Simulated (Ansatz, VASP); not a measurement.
**Tl: VASP beside Ansatz**

INCAR

```
ALGO = Normal
EDIFF = 1E-7
ENCUT = 520
GGA = PE
ISIF = 2
ISMEAR = 0
IVDW = 12
LASPH = T
LCHARG = T
LELF = T
LREAL = F
LVHAR = T
LWAVE = F
NBANDS = 34
NELM = 100
PREC = Accurate
SIGMA = 0.1
```

Contents of KPOINTS:

```
k-points
0
Gamma
  18 18 6
```

POSCAR

```
Tl
1.0
    3.4563066890      0.0000000000      0.0000000000
   -1.7281533445      2.9932493959      0.0000000000
    0.0000000000      0.0000000000     11.2364828595
Tl
4
Direct
    0.0000000000      0.0000000000      0.0000000000
    0.3333333333      0.6666666667      0.2500000000
    0.0000000000      0.0000000000      0.5000000000
    0.6666666667      0.3333333333      0.7500000000
```

Input for Ansatz:

```yaml
crystal:
  lattice:
    - [3.456306689, 0.0, 0.0]
    - [-1.7281533445, 2.9932493959, 0.0]
    - [0.0, 0.0, 11.2364828595]
  atoms:
    - { symbol: Tl, position: [0.0, 0.0, 0.0] }
    - { symbol: Tl, position: [0.3333333333, 0.6666666667, 0.25] }
    - { symbol: Tl, position: [0.0, 0.0, 0.5] }
    - { symbol: Tl, position: [0.6666666667, 0.3333333333, 0.75] }
basis:
  ecutwfc: 420
kpoints:
  mp_grid: { grid: [18, 18, 6] }
hamiltonian:
  xc: pbe
  dispersion: d3bj
scf:
  occupations: { method: gaussian, width: 0.1 }
output:
  forces: true
  stress: true
  eigenvalues: true
```

Change from the starting cell: strain along c alone, the other axes held, atoms relaxed: -1.0 %.

Alike in both runs: task single point; functional PBE; dispersion D3(BJ); k mesh 18 × 18 × 6; occupations gaussian, width 0.1 eV; no spin polarisation.

```csv
,VASP,Ansatz
version,VASP 6.6.1,Ansatz 0.2.0
potentials or method,"VASP PAW PBE potentials, release 64 (Tl_d), cutoff 520 eV","scalar-relativistic, plane waves, PAW"
valence electrons in the cell,52,52
```

|  | VASP | Ansatz | Ansatz less VASP |
| --- | --- | --- | --- |
| gap on the k mesh at the Fermi level (eV) | none | none | - |
| pressure (GPa) | 0.3 | 0.3 | +0.06 |

A gap of «none» marks a metal or a gap that the smearing closes.

Neither program's run includes spin-orbit coupling.
